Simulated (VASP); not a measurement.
Runs of VASP 6.6.1 on TiSi5. The cell holds an amorphous packing of atoms, 24 atoms: a = 7.379 Å, b = 7.174 Å, c = 7.314 Å, α = 90.32°, β = 90.42°, γ = 90.12°. 

| task | smearing | gap on the mesh (eV) | pressure (GPa) | largest force (eV/Å) |
| --- | --- | --- | --- | --- |
| single point | fermi-dirac 0.156 eV | 0.27 | (b) | 2.52 |
| single point | fermi-dirac 0.2163 eV | 0.27 | 4.4 | 7.05 |
| single point | fermi-dirac 0.05 eV | (a) | -1.7 | 1.44 |
| single point | fermi-dirac 0.0862 eV | 0.19 | 0.7 | 1.62 |

Alike in all rows: level PBE; potentials or basis VASP PAW PBE potentials, release 64 (Si, Ti_sv); no spin polarisation; cell as given; k mesh 1 × 1 × 1, shifted; cutoff (eV) 520.

**Question.** Fill in the values left out.

**Answer.** (a) 0.43; (b) 0.8.

Caveats: all runs use coarse meshes.

A k mesh can miss the band edges.
